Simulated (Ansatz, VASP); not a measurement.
# One calculation of MgO, two programs

Contents of INCAR:

```
SYSTEM = MgO
ALGO = Normal
EDIFF = 1E-6
ENCUT = 520
ISIF = 2
ISMEAR = 0
LASPH = .True.
LCHARG = .False.
LREAL = .False.
LWAVE = .False.
NBANDS = 11
NELM = 80
PREC = Accurate
SIGMA = 0.05
```

KPOINTS

```
k-points
0
Gamma
  10 10 10
  0 0 0
```

The input POSCAR:

```
MgO
1.0
    2.9956437857      0.0000000000      0.0000000000
   -1.4978218928      2.5943036191      0.0000000000
    0.0000000000      0.0000000000      2.7322360880
Mg O
1 1
Direct
    0.0000000000      0.0000000000      0.0000000000
    0.3333333333      0.6666666667      0.5000000000
```

input.yaml

```yaml
crystal:
  lattice:
    - [2.9956437857, 0.0, 0.0]
    - [-1.4978218928, 2.5943036191, 0.0]
    - [0.0, 0.0, 2.732236088]
  atoms:
    - { symbol: Mg, position: [0.0, 0.0, 0.0] }
    - { symbol: O, position: [0.3333333333, 0.6666666667, 0.5] }
kpoints:
  mp_grid: { grid: [10, 10, 10] }
scf:
  occupations: { method: gaussian, width: 0.05 }
hamiltonian:
  xc: lda
  pseudopotentials: { kind: all_electron, lapw: { basis_error: 0.001 } }
output:
  forces: true
  stress: true
  eigenvalues: true
```

Change from the starting cell: volume scaled by 1.06.

Alike in both runs: task single point; functional LDA; k mesh 10 × 10 × 10; occupations gaussian, width 0.05 eV; no spin polarisation.

|  | VASP | Ansatz |
| --- | --- | --- |
| version | VASP 6.6.1 | Ansatz 0.2.0 |
| potentials or method | VASP PAW LDA potentials, release 64 (Mg, O), cutoff 520 eV | all-electron LAPW, scalar-relativistic |

|  | VASP | Ansatz | Ansatz less VASP |
| --- | --- | --- | --- |
| gap on the k mesh at the Fermi level (eV) | 2.53 | 2.54 | +0.005 |
| least direct gap on the mesh (eV) | 2.92 | 2.92 | +0.002 |
| pressure (GPa) | -17.0 | -15.3 | +1.64 |
| traceless stress, the component that is largest in VASP (GPa) | -2.07 | -1.95 | +0.120 |

LDA's correlation is that of Perdew and Zunger in VASP and of Perdew and Wang (1992) in Ansatz. Ansatz ran all-electron here, and VASP with PAW potentials.
